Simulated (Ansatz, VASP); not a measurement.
Two plane-wave programs on TiSi6Mo

```xyz
8
Lattice="3.3520 0.0000 0.0000 0.0000 3.3520 0.0000 0.0000 0.0000 10.1282" Properties=species:S:1:pos:R:3 pbc="T T T"
Ti    0.0000    0.0000    0.0000
Si    1.6760    1.6760    8.8193
Si    1.6760    1.6760    1.3089
Si    0.0000    0.0000    7.6280
Si    0.0000    0.0000    2.5002
Si    1.6760    1.6760    6.3515
Si    1.6760    1.6760    3.7767
Mo    0.0000    0.0000    5.0641
```

Alike in both runs: functional PBE; k mesh 5 × 5 × 2; occupations gaussian, width 0.2 eV; no spin polarisation.

Ansatz relaxed the structure, and its values are those at the end. VASP's run is a single point on that final structure, the one shown.

```csv
,VASP,Ansatz
version,VASP 6.6.1,Ansatz 0.2.0
potentials or method,"VASP PAW PBE potentials, release 64 (Ti_sv, Si, Mo_sv), cutoff 520 eV","scalar-relativistic, plane waves, PAW"
valence electrons in the cell,50,50
```

|  | VASP | Ansatz | Ansatz less VASP |
| --- | --- | --- | --- |
| gap on the k mesh at the Fermi level (eV) | none | none | - |
| pressure (GPa) | 0.0 | 0.0 | -0.01 |
| rms of the force components (eV/Å) | 0.009 | 0.006 | -0.0035 |

A gap of «none» marks a metal or a gap that the smearing closes.

The k mesh is coarse, so the values compare programs but aren't converged.
